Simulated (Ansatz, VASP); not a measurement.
ZrSi3: VASP beside Ansatz

```
CELL_PARAMETERS angstrom
4.00276 0.00000 0.00000
0.00000 4.00276 0.00000
0.00000 0.00000 4.00276
ATOMIC_POSITIONS crystal
Zr 0.00000 0.00000 0.00000
Si 0.00000 0.50000 0.50000
Si 0.50000 0.50000 0.00000
Si 0.50000 0.00000 0.50000
```

Alike in both runs: task single point; functional PBEsol; k mesh 8 × 8 × 8; occupations gaussian, width 0.05 eV; no spin polarisation.

```csv
,VASP,Ansatz
version,VASP 6.6.1,Ansatz 0.2.0
potentials or method,"VASP PAW PBE potentials, release 64 (Zr_sv, Si), cutoff 520 eV","scalar-relativistic, plane waves, PAW"
valence electrons in the cell,24,24
```

Ansatz gave:

* gap on the k mesh at the Fermi level (eV): none
* pressure (GPa): -4.5

Task: Estimate VASP's values.

Result: gap on the k mesh at the Fermi level (eV): none; pressure (GPa): -4.4.

VASP's potentials were made for PBE, not for PBEsol. A gap of «none» marks a metal or a gap that the smearing closes. With one functional, cell and mesh, what is left measures potentials, basis and numerics.
